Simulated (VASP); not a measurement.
A run of VASP 6.6.1 is set up as follows.

Contents of INCAR:

```
PREC = Accurate
ENCUT = 520
EDIFF = 1E-7
ISMEAR = -1
SIGMA = 0.1
LREAL = False
LASPH = True
NELM = 60
ALGO = Normal
ISIF = 2
LWAVE = False
LCHARG = True
GGA = PE
LELF = True
LVHAR = True
NBANDS = 28
```

KPOINTS

```
regular mesh
0
Gamma
  7 7 10
```

The input POSCAR:

```
Sn
1.0
    5.0648708893      0.0000000000      0.0000000000
   -2.5324354447      4.3863068570      0.0000000000
    0.0000000000      0.0000000000      3.0536995458
Sn
3
Direct
    0.0000000000      0.0000000000      0.0000000000
    0.3333333333      0.6666666667      0.5000000000
    0.6666666667      0.3333333333      0.5000000000
```

Potentials or basis: VASP PAW PBE potentials, release 64 (Sn_d).

Launch:

```sh
$ cat potpaw_PBE.64/Sn_d/POTCAR > POTCAR
$ mpirun -np 1 vasp_std > vasp.out
```

(1) What does it give for the pressure?

(2) Estimate the band gap on the k mesh.

Results:

(1) 16.0 GPa.

(2) zero (bands 21 and 22 overlap by 5.30 eV).

Caveat: the cell stands under pressure; spin-orbit coupling is left out, which moves the levels of the heavy elements.
